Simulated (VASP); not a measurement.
# K (Im-3m) in VASP: a series of runs

K is run at these levels: PBEsol; tasks: single point, relaxation of volume and atoms at fixed shape.

All numbers are computed with VASP 6.6.1; they aren't measurements. Logs are shortened: lines on timing, memory, paths and dates and some standing lists are left out, and cuts for length are marked.

### 1 The cell of the first run

Symmetry: Im-3m, No. 229, cubic system. The conventional cell has a = 5.225 Å, b = 5.225 Å, c = 5.225 Å, α = 90.00°, β = 90.00°, γ = 90.00°.

### 2 Single point, PBEsol

INCAR reads:

```
PREC = Accurate
ENCUT = 520
EDIFF = 1E-6
ISMEAR = -1
SIGMA = 0.05
LREAL = F
LASPH = T
NELM = 60
ALGO = Normal
ISIF = 2
LWAVE = F
LCHARG = F
GGA = PS
NBANDS = 10
```

KPOINTS reads:

```
Automatic mesh
0
Gamma
  7 7 7
```

POSCAR reads:

```
K
1.0
    4.5249830354     -0.0000000251     -0.0000000434
   -1.5083276549      4.2661949272     -0.0000000434
   -1.5083276549     -2.1330974009      3.6946332206
K
1
Direct
    0.0000000000      0.0000000000      0.0000000000
```

Potentials or basis: VASP PAW PBE potentials, release 64 (K_sv).

Started as:

```
cat potpaw_PBE.64/K_sv/POTCAR > POTCAR
mpirun -np 1 vasp_std > vasp.out
```

OUTCAR:

```text
PREC = Accurate
   ENCUT = 520
   EDIFF = 1E-6
   ISMEAR = -1
   LREAL = F
   LASPH = T
   NELM = 60
   ISIF = 2
   GGA = PS

 ion  position               nearest neighbor table
   1  0.000  0.000  0.000-

  LATTYP: Found a body centered cubic cell.
 ALAT       =     5.2250003472

  Lattice vectors:

 A1 = (   4.5249830354,  -0.0000000251,  -0.0000000434)
 A2 = (  -1.5083276549,   4.2661949272,  -0.0000000434)
 A3 = (  -1.5083276549,  -2.1330974009,   3.6946332206)

Analysis of symmetry for initial positions (statically):
=====================================================================
 Subroutine PRICEL returns:
 Original cell was already a primitive cell.

 Routine SETGRP: Setting up the symmetry group for a
 body centered cubic supercell.

 Subroutine GETGRP returns: Found 48 space group operations
 (whereof 48 operations were pure point group operations)
 out of a pool of 48 trial point group operations.

The static configuration has the point symmetry O_h .

Analysis of symmetry for dynamics (positions and initial velocities):
=====================================================================
 Subroutine PRICEL returns:
 Original cell was already a primitive cell.

 Routine SETGRP: Setting up the symmetry group for a
 body centered cubic supercell.

 Subroutine GETGRP returns: Found 48 space group operations
 (whereof 48 operations were pure point group operations)
 out of a pool of 48 trial point group operations.

The dynamic configuration has the point symmetry O_h .

 Subroutine INISYM returns: Found 48 space group operations
 (whereof 48 operations are pure point group operations),
 and found     1 'primitive' translations

----------------------------------------------------------------------------------------

                                     Primitive cell

  volume of cell :      71.3229

  direct lattice vectors                    reciprocal lattice vectors
     4.524983035 -0.000000025 -0.000000043     0.220995305  0.078133640  0.135331429
    -1.508327655  4.266194927 -0.000000043     0.000000003  0.234400919  0.135331429
    -1.508327655 -2.133097401  3.694633221     0.000000003  0.000000004  0.270662865

  length of vectors
     4.524983035  4.524983035  4.524983035     0.270662865  0.270662865  0.270662865

  position of ions in fractional coordinates (direct lattice)
     0.000000000  0.000000000  0.000000000

  ion indices of the primitive-cell ions
   primitive index   ion index
                 1           1

----------------------------------------------------------------------------------------

 KPOINTS: Automatic mesh

Automatic generation of k-mesh.
 Grid dimensions read from file:
 generate k-points for:    7    7    7

 Generating k-lattice:

  Cartesian coordinates                     Fractional coordinates (reciprocal lattice)
     0.031570758  0.011161949  0.019333061     0.142857143 -0.000000000  0.000000000
     0.000000000  0.033485846  0.019333061     0.000000000  0.142857143  0.000000000
     0.000000000  0.000000001  0.038666124     0.000000000  0.000000000  0.142857143

  Length of vectors
     0.038666124  0.038666124  0.038666124

  Shift w.r.t. Gamma in fractional coordinates (k-lattice)
     0.000000000  0.000000000  0.000000000

 Subroutine IBZKPT returns following result:
 ===========================================

 Found     20 irreducible k-points:

 Following reciprocal coordinates:
            Coordinates               Weight
  0.000000  0.000000  0.000000      1.000000
  0.142857  0.000000  0.000000     12.000000
  0.285714 -0.000000  0.000000     12.000000
  0.428571  0.000000  0.000000     12.000000
  0.142857  0.142857  0.000000     24.000000
  0.285714  0.142857  0.000000     48.000000
[... 12 lines left out ...]
 -0.428571 -0.428571  0.285714      8.000000
 -0.428571  0.428571  0.428571      6.000000
   k-points           NKPTS =     20   k-points in BZ     NKDIM =     20   number of bands    NBANDS=     10
   number of dos      NEDOS =    301   number of ions     NIONS =      1
   total plane-waves  NPLWV =  46656
   dimension x,y,z NGX =    36 NGY =   36 NGZ =   36
   dimension x,y,z NGXF=    72 NGYF=   72 NGZF=   72
   ions per type =               1
   NGX,Y,Z   is equivalent  to a cutoff of  13.23, 13.23, 13.23 a.u.
   NGXF,Y,Z  is equivalent  to a cutoff of  26.45, 26.45, 26.45 a.u.
 SYSTEM =  unknown system
   PREC   = accura    normal or accurate (medium, high low for compatibility)
   ISTART =      0    job   : 0-new  1-cont  2-samecut
   ICHARG =      2    charge: 1-file 2-atom 10-const
   ISPIN  =      1    spin polarized calculation?
   LNONCOLLINEAR =      F non collinear calculations
   LSORBIT =      F    spin-orbit coupling
   LASPH  =      T    aspherical Exc in radial PAW
   ENCUT  =  520.0 eV  38.22 Ry    6.18 a.u.   8.41  8.41  8.41*2*pi/ulx,y,z
   NELM   =     60;   NELMIN=  2; NELMDL= -5     # of ELM steps
   EDIFF  = 0.1E-05   stopping-criterion for ELM
   LREAL  =      F    real-space projection
   EDIFFG = 0.1E-04   stopping-criterion for IOM
   NSW    =      0    number of steps for IOM
   IBRION =     -1    ionic relax: 0-MD 1-quasi-New 2-CG
   NFREE  =      0    steps in history (QN), initial steepest desc. (CG)
   ISIF   =      2    stress and relaxation
   ISYM   =      2    0-nonsym 1-usesym 2-fastsym
   POTIM  = 0.5000    time-step for ionic-motion
   TEBEG  =    0.0;   TEEND  =   0.0 temperature during run
   PSTRESS=    0.0 pullay stress
   NELECT =       9.0000    total number of electrons
   NUPDOWN=      -1.0000    fix difference up-down
   EMIN   =  10.00;   EMAX   =-10.00  energy-range for DOS
   EFERMI =   0.00;   METHOD = LEGACY
   ISMEAR =    -1;   SIGMA  =   0.05  broadening in eV -4-tet -1-fermi 0-gaus
   EFERMI_NEDOS =   21; number of points for ismear=-14 and -15
   IALGO  =     38    algorithm
   IMIX   =      4    mixing-type and parameters
     AMIX     =   0.40;   BMIX     =  1.00
     AMIX_MAG =   1.60;   BMIX_MAG =  1.00
  volume/ion in A,a.u.               =      71.32       481.31
  Fermi-wavevector in a.u.,A,eV,Ry     =   0.821131  1.551713  9.173821  0.674257
  Thomas-Fermi vector in A             =   1.932236
   LORBIT       =      0    0 simple, 1 ext, 2 COOP (PROOUT), +10 PAW based schemes
   GGA     = PS    functional components
   LHFCALC =     F    Hartree Fock is set to
   AEXX    =    0.0000 exact exchange contribution
   IVDW    =     0    specifies the selected vdW correction
   LEPSILON=     F    determine dielectric tensor
   LRPA    =     F    only Hartree local field effects (RPA)
 non-spin polarized calculation
  energy-cutoff  :      520.00
  volume of cell :       71.32
 maximum number of plane-waves:      1961
 NGX is ok and might be reduce to    36
   NGX = 17   NGY = 17   NGZ = 17

 number of electron       9.0000000 magnetization

 Free energy of the ion-electron system (eV)
  ---------------------------------------------------
  ext. energy  EPLUGINS =         0.00000000
  ---------------------------------------------------
  free energy    TOTEN  =        -1.13840958 eV

  energy without entropy =       -1.13153132  energy(sigma->0) =       -1.13497045

 E-fermi :  -0.1124     XC(G=0):  -5.7734

 val. band max:       -0.1795155154   @ k =  -0.2857   0.4286   0.1429
 cond. band min:       0.0234736358   @ k =  -0.4286   0.4286   0.1429
 fundamental gap:      0.2029891512
 Fermi energy:        -0.1123946068

 k-point     1 :       0.0000    0.0000    0.0000
  band No.  band energies     occupation
      1     -32.0747      2.00000
      2     -15.5822      2.00000
      3     -15.5822      2.00000
      4     -15.5822      2.00000
      5      -2.3032      2.00000
      6       4.2251      0.00000
      7       4.2251      0.00000
      8       4.2251      0.00000
      9       5.1646      0.00000
     10       5.1646      0.00000

 k-point     2 :       0.1429    0.0000    0.0000
  band No.  band energies     occupation
      1     -32.0737      2.00000
      2     -15.5969      2.00000
      3     -15.5871      2.00000
      4     -15.5822      2.00000
      5      -2.0446      2.00000
      6       3.7684      0.00000
      7       3.9239      0.00000
      8       4.4346      0.00000
      9       4.9133      0.00000
     10       5.1132      0.00000

 k-point     3 :       0.2857   -0.0000    0.0000
  band No.  band energies     occupation
      1     -32.0717      2.00000
      2     -15.6294      2.00000
      3     -15.5979      2.00000
      4     -15.5822      2.00000
      5      -1.3046      2.00000
      6       2.5224      0.00000
      7       3.4228      0.00000
      8       5.0073      0.00000
      9       5.0448      0.00000
     10       5.1523      0.00000

 k-point     4 :       0.4286    0.0000    0.0000
  band No.  band energies     occupation
      1     -32.0700      2.00000
      2     -15.6550      2.00000
      3     -15.6066      2.00000
      4     -15.5822      2.00000
      5      -0.1924      1.66417
      6       1.1638      0.00000
      7       3.1137      0.00000
      8       4.8928      0.00000
      9       5.4896      0.00000
     10       6.0028      0.00000

 k-point     5 :       0.1429    0.1429    0.0000
  band No.  band energies     occupation
      1     -32.0723      2.00000
      2     -15.6191      2.00000
      3     -15.5928      2.00000
      4     -15.5856      2.00000
      5      -1.5446      2.00000
      6       3.0595      0.00000
      7       3.3617      0.00000
      8       4.7670      0.00000
      9       4.7719      0.00000
     10       5.4046      0.00000

 k-point     6 :       0.2857    0.1429    0.0000
  band No.  band energies     occupation
      1     -32.0704      2.00000
      2     -15.6435      2.00000
      3     -15.6058      2.00000
      4     -15.5869      2.00000
      5      -0.6124      1.99991
      6       1.9172      0.00000
      7       2.8767      0.00000
      8       4.7626      0.00000
      9       5.2027      0.00000
     10       5.6323      0.00000
[... 131 lines left out ...]
 k-point    17 :      -0.2857    0.2857    0.2857
  band No.  band energies     occupation
      1     -32.0691      2.00000
      2     -15.6274      2.00000
      3     -15.6151      2.00000
      4     -15.6151      2.00000
      5      -0.3946      1.99295
      6       2.4609      0.00000
      7       3.4001      0.00000
      8       3.4001      0.00000
      9       4.5721      0.00000
     10       5.3400      0.00000

 k-point    18 :      -0.4286    0.4286    0.2857
  band No.  band energies     occupation
      1     -32.0677      2.00000
      2     -15.6428      2.00000
      3     -15.6245      2.00000
      4     -15.6164      2.00000
      5       0.5873      0.00000
      6       1.6578      0.00000
      7       3.1251      0.00000
      8       3.3205      0.00000
      9       4.3732      0.00000
     10       5.9931      0.00000

 k-point    19 :      -0.4286   -0.4286    0.2857
  band No.  band energies     occupation
      1     -32.0670      2.00000
      2     -15.6383      2.00000
      3     -15.6383      2.00000
      4     -15.6189      2.00000
      5       1.3453      0.00000
      6       1.3453      0.00000
      7       2.4643      0.00000
      8       3.9798      0.00000
      9       3.9798      0.00000
     10       5.8641      0.00000

 k-point    20 :      -0.4286    0.4286    0.4286
  band No.  band energies     occupation
      1     -32.0664      2.00000
      2     -15.6368      2.00000
      3     -15.6344      2.00000
      4     -15.6344      2.00000
      5       1.2581      0.00000
      6       1.6608      0.00000
      7       3.4187      0.00000
      8       3.4187      0.00000
      9       3.4356      0.00000
     10       6.1285      0.00000

------------------------ aborting loop because EDIFF is reached ----------------------------------------

  FORCE on cell =-STRESS in cart. coord.  units (eV):
  Direction    XX          YY          ZZ          XY          YZ          ZX
  --------------------------------------------------------------------------------------
  -------------------------------------------------------------------------------------
  Total       -0.0162388     -0.0162388     -0.0162388      0.0000000     -0.0000000      0.0000000
  in kB       -0.3647841     -0.3647841     -0.3647841      0.0000000     -0.0000000      0.0000000
  external PRESSURE =      -0.3647841 kB  Pullay stress =       0.0000000 kB

 VOLUME and BASIS-vectors are now :
 -----------------------------------------------------------------------------
  energy-cutoff  :      520.00
  volume of cell :       71.32
      direct lattice vectors                 reciprocal lattice vectors
     4.524983035 -0.000000025 -0.000000043     0.220995305  0.078133640  0.135331429
    -1.508327655  4.266194927 -0.000000043     0.000000003  0.234400919  0.135331429
    -1.508327655 -2.133097401  3.694633221     0.000000003  0.000000004  0.270662865

 POSITION                                       TOTAL-FORCE (eV/Angst)
 -----------------------------------------------------------------------------------
      0.00000      0.00000      0.00000         0.000000      0.000000      0.000000
 -----------------------------------------------------------------------------------
    total drift:                                0.000000     -0.000000     -0.000000

  FREE ENERGIE OF THE ION-ELECTRON SYSTEM (eV)
  ---------------------------------------------------
  free  energy   TOTEN  =        -1.1384095806 eV

  energy  without entropy=       -1.1315313222  energy(sigma->0) =       -1.13497045
```

Wall time 15 s (1 thread of Intel Xeon Platinum 8259CL at 2.50GHz (Skylake/Cascade Lake), shared host); peak memory 0.19 GiB.

What came out:

- Free energy: -1.1384 eV
- Pressure: 0.0 GPa

Levels at points of the mesh, in eV from the Fermi level:
| k point | band 1 | band 2 | band 3 | band 4 | band 5 | band 6 | band 7 | band 8 | band 9 | band 10 |
| --- | --- | --- | --- | --- | --- | --- | --- | --- | --- | --- |
| (0.00, 0.00, 0.00) | -31.96 | -15.47 | -15.47 | -15.47 | -2.19 | 4.34 | 4.34 | 4.34 | 5.28 | 5.28 |

Caveat: the PAW data sets were made with another functional, which shifts forces and pressure a little.

### 3 Relaxation of volume and atoms at fixed shape, PBEsol

INCAR reads:

```
PREC = Accurate ; ENCUT = 600
EDIFF = 1E-6 ; ISMEAR = -1
SIGMA = 0.05 ; LREAL = F
LASPH = T ; NELM = 80
ALGO = Normal ; ISIF = 8
LWAVE = F ; LCHARG = F
GGA = PS ; IBRION = 2
NSW = 80 ; EDIFFG = -0.01
```

KPOINTS reads:

```
regular mesh
0
Gamma
  7 7 7
```

POSCAR is that of step 2.

Potentials or basis: VASP PAW PBE potentials, release 64 (K_sv).

Started as:

```
cat potpaw_PBE.64/K_sv/POTCAR > POTCAR
mpirun -np 1 vasp_std > vasp.out
```

Wall time 24 s (1 thread of Intel Xeon Platinum 8259CL at 2.50GHz (Skylake/Cascade Lake), shared host); peak memory 0.2 GiB.

It converged, with:

* Free energy: -1.1385 eV
* Relaxed volume: 71.21 Å³/atom
* Relaxed cell: a = 4.523 Å, b = 4.523 Å, c = 4.523 Å, α = 109.47°, β = 109.47°, γ = 109.47°
* Space group after relaxing (to 0.05 Å): Im-3m (No. 229)
* Energy gained by relaxing: 0.0 meV/atom
* Ionic steps: 2
* Pressure after relaxing: 0.0 GPa

Final structure:
```
K
1.0
     4.52255    0.00000    0.00000
    -1.50752    4.26390    0.00000
    -1.50752   -2.13195    3.69265
K
1
Direct
  0.00000 0.00000 0.00000
```

Levels at points of the mesh, in eV from the Fermi level:
| k point | band 1 | band 2 | band 3 | band 4 | band 5 | band 6 | band 7 | band 8 |
| --- | --- | --- | --- | --- | --- | --- | --- | --- |
| (0.00, 0.00, 0.00) | -31.96 | -15.47 | -15.47 | -15.47 | -2.19 | 4.34 | 4.34 | 4.34 |

Caveat: the PAW data sets were made with another functional, which shifts forces and pressure a little.
